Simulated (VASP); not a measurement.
# AlNi (Pm-3m) in VASP: notebook

The runs below take AlNi through single point, with PBE, LDA.

All numbers are computed with VASP 6.6.1; they aren't measurements. Logs are shortened: lines on timing, memory, paths and dates and some standing lists are left out, and cuts for length are marked.

### Step 1. The cell of the first run

The structure is cubic, space group Pm-3m (No. 221). The conventional cell has a = 2.842 Å, b = 2.842 Å, c = 2.842 Å, α = 90.00°, β = 90.00°, γ = 90.00°. Within 3.2 Å of Ni (site symmetry m-3m) lie 8 Al at 2.46 Å and 6 Ni at 2.84 Å. Al (site symmetry m-3m) has 8 Ni at 2.46 Å and 6 Al at 2.84 Å within 3.2 Å.

### Step 2. Single point, PBE, collinear spin, ferromagnetic start

INCAR

```
ALGO = Normal
EDIFF = 1E-7
ENCUT = 520
GGA = PE
ISIF = 2
ISMEAR = -1
ISPIN = 2
LASPH = T
LCHARG = F
LMAXMIX = 4
LORBIT = 11
LREAL = F
LWAVE = F
MAGMOM = 1 0
NBANDS = 18
NELM = 150
PREC = Accurate
SIGMA = 0.05
```

KPOINTS

```
k-points
0
Gamma
  9 9 9
```

POSCAR

```
AlNi
1.0
    2.8420627945      0.0000000000      0.0000000000
    0.0000000000      2.8420627945      0.0000000000
    0.0000000000      0.0000000000      2.8420627945
Ni Al
1 1
Direct
    0.5000000000      0.5000000000      0.5000000000
    0.0000000000      0.0000000000      0.0000000000
```

Potentials or basis: VASP PAW PBE potentials, release 64 (Ni, Al).

On the command line:

```console
> cat potpaw_PBE.64/Ni/POTCAR potpaw_PBE.64/Al/POTCAR > POTCAR
> mpirun -np 1 vasp_std > vasp.out
```

OUTCAR:

```text
EDIFF = 1E-7
   ENCUT = 520
   GGA = PE
   ISIF = 2
   ISMEAR = -1
   ISPIN = 2
   LASPH = T
   LORBIT = 11
   LREAL = F
   NELM = 150
   PREC = Accurate

 ion  position               nearest neighbor table
   1  0.500  0.500  0.500-   2 2.46   2 2.46   2 2.46   2 2.46   2 2.46   2 2.46   2 2.46   2 2.46

   2  0.000  0.000  0.000-   1 2.46   1 2.46   1 2.46   1 2.46   1 2.46   1 2.46   1 2.46   1 2.46

  LATTYP: Found a simple cubic cell.
 ALAT       =     2.8420627945

  Lattice vectors:

 A1 = (   2.8420627945,   0.0000000000,   0.0000000000)
 A2 = (   0.0000000000,   2.8420627945,   0.0000000000)
 A3 = (   0.0000000000,   0.0000000000,   2.8420627945)

Analysis of symmetry for initial positions (statically):
=====================================================================
 Subroutine PRICEL returns:
 Original cell was already a primitive cell.

 Routine SETGRP: Setting up the symmetry group for a
 simple cubic supercell.

 Subroutine GETGRP returns: Found 48 space group operations
 (whereof 48 operations were pure point group operations)
 out of a pool of 48 trial point group operations.

The static configuration has the point symmetry O_h .

Analysis of symmetry for dynamics (positions and initial velocities):
=====================================================================
 Subroutine PRICEL returns:
 Original cell was already a primitive cell.

 Routine SETGRP: Setting up the symmetry group for a
 simple cubic supercell.

 Subroutine GETGRP returns: Found 48 space group operations
 (whereof 48 operations were pure point group operations)
 out of a pool of 48 trial point group operations.

The dynamic configuration has the point symmetry O_h .

Analysis of structural, dynamic, and magnetic symmetry:
=====================================================================
 Subroutine PRICEL returns:
 Original cell was already a primitive cell.

 Routine SETGRP: Setting up the symmetry group for a
 simple cubic supercell.

 Subroutine GETGRP returns: Found 48 space group operations
 (whereof 48 operations were pure point group operations)
 out of a pool of 48 trial point group operations.

The overall configuration has the point symmetry O_h .

 Subroutine INISYM returns: Found 48 space group operations
 (whereof 48 operations are pure point group operations),
 and found     1 'primitive' translations

----------------------------------------------------------------------------------------

                                     Primitive cell

  volume of cell :      22.9563

  direct lattice vectors                    reciprocal lattice vectors
     2.842062794  0.000000000  0.000000000     0.351857110  0.000000000  0.000000000
     0.000000000  2.842062794  0.000000000     0.000000000  0.351857110  0.000000000
     0.000000000  0.000000000  2.842062794     0.000000000  0.000000000  0.351857110

  length of vectors
     2.842062794  2.842062794  2.842062794     0.351857110  0.351857110  0.351857110

  position of ions in fractional coordinates (direct lattice)
     0.500000000  0.500000000  0.500000000
     0.000000000  0.000000000  0.000000000

  ion indices of the primitive-cell ions
   primitive index   ion index
                 1           1
                 2           2

----------------------------------------------------------------------------------------

 KPOINTS: k-points

Automatic generation of k-mesh.
 Grid dimensions read from file:
 generate k-points for:    9    9    9

 Generating k-lattice:

  Cartesian coordinates                     Fractional coordinates (reciprocal lattice)
     0.039095234  0.000000000  0.000000000     0.111111111  0.000000000  0.000000000
     0.000000000  0.039095234  0.000000000     0.000000000  0.111111111  0.000000000
     0.000000000  0.000000000  0.039095234     0.000000000  0.000000000  0.111111111

  Length of vectors
     0.039095234  0.039095234  0.039095234

  Shift w.r.t. Gamma in fractional coordinates (k-lattice)
     0.000000000  0.000000000  0.000000000

 Subroutine IBZKPT returns following result:
 ===========================================

 Found     35 irreducible k-points:

 Following reciprocal coordinates:
            Coordinates               Weight
  0.000000  0.000000  0.000000      1.000000
  0.111111  0.000000  0.000000      6.000000
  0.222222  0.000000  0.000000      6.000000
  0.333333  0.000000  0.000000      6.000000
  0.444444  0.000000  0.000000      6.000000
  0.111111  0.111111  0.000000     12.000000
[... 16 lines left out ...]
  0.333333  0.333333  0.111111     24.000000
  0.444444  0.333333  0.111111     48.000000
 [... further k-points ...]
   k-points           NKPTS =     35   k-points in BZ     NKDIM =     35   number of bands    NBANDS=     18
   number of dos      NEDOS =    301   number of ions     NIONS =      2
   total plane-waves  NPLWV =  13824
   dimension x,y,z NGX =    24 NGY =   24 NGZ =   24
   dimension x,y,z NGXF=    48 NGYF=   48 NGZF=   48
   ions per type =               1   1
   NGX,Y,Z   is equivalent  to a cutoff of  14.04, 14.04, 14.04 a.u.
   NGXF,Y,Z  is equivalent  to a cutoff of  28.08, 28.08, 28.08 a.u.
 SYSTEM =  unknown system
   PREC   = accura    normal or accurate (medium, high low for compatibility)
   ISTART =      0    job   : 0-new  1-cont  2-samecut
   ICHARG =      2    charge: 1-file 2-atom 10-const
   ISPIN  =      2    spin polarized calculation?
   LNONCOLLINEAR =      F non collinear calculations
   LSORBIT =      F    spin-orbit coupling
   LASPH  =      T    aspherical Exc in radial PAW
   ENCUT  =  520.0 eV  38.22 Ry    6.18 a.u.   5.28  5.28  5.28*2*pi/ulx,y,z
   NELM   =    150;   NELMIN=  2; NELMDL= -5     # of ELM steps
   EDIFF  = 0.1E-06   stopping-criterion for ELM
   LREAL  =      F    real-space projection
   EDIFFG = 0.1E-05   stopping-criterion for IOM
   NSW    =      0    number of steps for IOM
   IBRION =     -1    ionic relax: 0-MD 1-quasi-New 2-CG
   NFREE  =      0    steps in history (QN), initial steepest desc. (CG)
   ISIF   =      2    stress and relaxation
   ISYM   =      2    0-nonsym 1-usesym 2-fastsym
   POTIM  = 0.5000    time-step for ionic-motion
   TEBEG  =    0.0;   TEEND  =   0.0 temperature during run
   PSTRESS=    0.0 pullay stress
   NELECT =      13.0000    total number of electrons
   NUPDOWN=      -1.0000    fix difference up-down
   EMIN   =  10.00;   EMAX   =-10.00  energy-range for DOS
   EFERMI =   0.00;   METHOD = LEGACY
   ISMEAR =    -1;   SIGMA  =   0.05  broadening in eV -4-tet -1-fermi 0-gaus
   EFERMI_NEDOS =   21; number of points for ismear=-14 and -15
   IALGO  =     38    algorithm
   IMIX   =      4    mixing-type and parameters
     AMIX     =   0.40;   BMIX     =  1.00
     AMIX_MAG =   1.60;   BMIX_MAG =  1.00
  volume/ion in A,a.u.               =      11.48        77.46
  Fermi-wavevector in a.u.,A,eV,Ry     =   1.354427  2.559496 24.959515  1.834473
  Thomas-Fermi vector in A             =   2.481600
   LORBIT       =     11    0 simple, 1 ext, 2 COOP (PROOUT), +10 PAW based schemes
   GGA     = PE    functional components
   LHFCALC =     F    Hartree Fock is set to
   AEXX    =    0.0000 exact exchange contribution
   IVDW    =     0    specifies the selected vdW correction
   LEPSILON=     F    determine dielectric tensor
   LRPA    =     F    only Hartree local field effects (RPA)
 spin polarized calculation
  energy-cutoff  :      520.00
  volume of cell :       22.96
 maximum number of plane-waves:       635
 NGX is ok and might be reduce to    24
   NGX = 11   NGY = 11   NGZ = 11

 number of electron      13.0000000 magnetization       0.0001265

 number of electron      13.0000000 magnetization      -0.0001082

 Free energy of the ion-electron system (eV)
  ---------------------------------------------------
  ext. energy  EPLUGINS =         0.00000000
  ---------------------------------------------------
  free energy    TOTEN  =       -10.50263949 eV

  energy without entropy =      -10.49642750  energy(sigma->0) =      -10.49953349

 E-fermi :  10.5871     XC(G=0): -12.2466

 val. band max:       10.5227674253   @ k =   0.3333   0.1111   0.0000
 cond. band min:      10.6419973998   @ k =   0.3333   0.1111   0.1111
 fundamental gap:      0.1192299745
 Fermi energy:        10.5870507554

 spin component 1

 k-point     1 :       0.0000    0.0000    0.0000
  band No.  band energies     occupation
      1      -0.8641      1.00000
      2       7.1378      1.00000
      3       7.1378      1.00000
      4       8.9355      1.00000
      5       8.9355      1.00000
      6       8.9355      1.00000
[... 10 lines left out ...]
     17      34.3363      0.00000
     18      34.3363      0.00000
[... 463 lines left out ...]
 k-point    24 :       0.4444    0.3333    0.1111
  band No.  band energies     occupation
      1       4.3579      1.00000
      2       5.9580      1.00000
      3       7.4102      1.00000
      4       7.9398      1.00000
      5       8.5353      1.00000
      6       8.6945      1.00000
[... 10 lines left out ...]
     17      33.6781      0.00000
     18      37.6982      0.00000

 [... further k-points ...]

 spin component 2

 k-point     1 :       0.0000    0.0000    0.0000
  band No.  band energies     occupation
      1      -0.8641      1.00000
      2       7.1377      1.00000
      3       7.1377      1.00000
      4       8.9355      1.00000
      5       8.9355      1.00000
      6       8.9355      1.00000
[... 10 lines left out ...]
     17      34.3364      0.00000
     18      34.3364      0.00000
[... 463 lines left out ...]
 k-point    24 :       0.4444    0.3333    0.1111
  band No.  band energies     occupation
      1       4.3580      1.00000
      2       5.9580      1.00000
      3       7.4102      1.00000
      4       7.9397      1.00000
      5       8.5353      1.00000
      6       8.6945      1.00000
[... 10 lines left out ...]
     17      33.6781      0.00000
     18      37.6982      0.00000

 [... further k-points ...]
[... 5 lines left out ...]
  --------------------------------------------------------------------------------------
  -------------------------------------------------------------------------------------
  Total        1.3472054      1.3472054      1.3472054      0.0000000     -0.0000000      0.0000000
  in kB       94.0250091     94.0250091     94.0250091      0.0000000     -0.0000000      0.0000000
  external PRESSURE =      94.0250091 kB  Pullay stress =       0.0000000 kB

 VOLUME and BASIS-vectors are now :
 -----------------------------------------------------------------------------
  energy-cutoff  :      520.00
  volume of cell :       22.96
      direct lattice vectors                 reciprocal lattice vectors
     2.842062794  0.000000000  0.000000000     0.351857110  0.000000000  0.000000000
     0.000000000  2.842062794  0.000000000     0.000000000  0.351857110  0.000000000
     0.000000000  0.000000000  2.842062794     0.000000000  0.000000000  0.351857110

 POSITION                                       TOTAL-FORCE (eV/Angst)
 -----------------------------------------------------------------------------------
      1.42103      1.42103      1.42103         0.000000      0.000000      0.000000
      0.00000      0.00000      0.00000         0.000000      0.000000      0.000000
 -----------------------------------------------------------------------------------
    total drift:                                0.000000      0.000000     -0.000000

  FREE ENERGIE OF THE ION-ELECTRON SYSTEM (eV)
  ---------------------------------------------------
  free  energy   TOTEN  =       -10.5026394883 eV

  energy  without entropy=      -10.4964274967  energy(sigma->0) =      -10.49953349

 total charge

# of ion       s       p       d       tot
------------------------------------------
    1        0.492   0.555   8.491   9.538
    2        0.388   0.432   0.000   0.820
--------------------------------------------------
tot          0.880   0.986   8.491  10.358

 magnetization (x)

# of ion       s       p       d       tot
------------------------------------------
    1       -0.000   0.000  -0.000  -0.000
    2        0.000   0.000   0.000   0.000
--------------------------------------------------
tot         -0.000   0.000  -0.000  -0.000
```

It took 23 s on 1 thread of Intel Xeon Platinum 8488C (Sapphire Rapids), shared host; peak memory 0.16 GiB.

Results:

```
Free energy                                           : -10.5026 eV
Pressure                                              : 9.4 GPa
Net moment                                            : 0.00 μB per cell
Valence electrons inside the program's atomic spheres : Ni 9.54; Al 0.82
```

(Continued in part 2 of 2.)
